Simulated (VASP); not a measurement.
Input of a VASP 6.6.1 run:

The input POSCAR:

```
SnO
1.0
    3.9091545137      0.0000000000      0.0000000000
    0.0000000000      3.9091545137      0.0000000000
    0.0000000000      0.0000000000      4.5745127643
Sn O
2 2
Direct
    0.0000000000      0.5000000000      0.2385000000
    0.5000000000      0.0000000000      0.7615000000
    0.0000000000      0.0000000000      0.0000000000
    0.5000000000      0.5000000000      0.0000000000
```

File INCAR.step1:

```
SYSTEM = SnO
PREC     = Accurate       ! precision mode
ENCUT    = 520            ! plane-wave cutoff, eV
ISMEAR   = 0              ! smearing method
SIGMA    = 0.03           ! smearing width, eV
LREAL    = .False.        ! projectors in reciprocal space
LASPH    = .True.         ! aspherical terms in the spheres
NELM     = 100            ! most SCF steps
NBANDS   = 28             ! bands
GGA      = PE             ! functional
ALGO     = Normal         ! electronic algorithm
EDIFF    = 1E-4           ! SCF threshold, eV
LWAVE    = .True.         ! write WAVECAR
LCHARG   = .False.        ! write CHGCAR
```

INCAR.step2

```
SYSTEM = SnO
PREC     = Accurate       ! precision mode
ENCUT    = 520            ! plane-wave cutoff, eV
EDIFF    = 1E-6           ! SCF threshold, eV
ISMEAR   = 0              ! smearing method
SIGMA    = 0.03           ! smearing width, eV
LREAL    = .False.        ! projectors in reciprocal space
LASPH    = .True.         ! aspherical terms in the spheres
NELM     = 100            ! most SCF steps
ALGO     = Normal         ! electronic algorithm
ISIF     = 2              ! what is computed and relaxed
LWAVE    = .False.        ! write WAVECAR
LCHARG   = .False.        ! write CHGCAR
METAGGA  = R2SCAN         ! meta-GGA
LMIXTAU  = .True.       
NBANDS   = 28             ! bands
ISTART   = 1
```

File KPOINTS:

```
Automatic mesh
0
Gamma
  10 10 8
  0 0 0
```

Potentials or basis: VASP PAW PBE potentials, release 64 (Sn_d, O).

Launch:

```console
$ cat potpaw_PBE.64/Sn_d/POTCAR potpaw_PBE.64/O/POTCAR > POTCAR
$ cp INCAR.step1 INCAR
$ mpirun -np 1 vasp_std > vasp.out
$ cp INCAR.step2 INCAR
$ mpirun -np 1 vasp_std > vasp.out
```

**Question.** Estimate the pressure.

**Answer.** -0.8 GPa.

**Question.** Predict the largest force.

**Answer.** 0.305 eV/Å.

Forces in eV/Å, atoms in the order of the input:
```
Sn   0.000  0.000  0.305
Sn   0.000  0.000 -0.305
O    0.000  0.000  0.000
O    0.000  0.000  0.000
```

Caveat: the PAW data sets were made with another functional, which shifts forces and pressure a little.
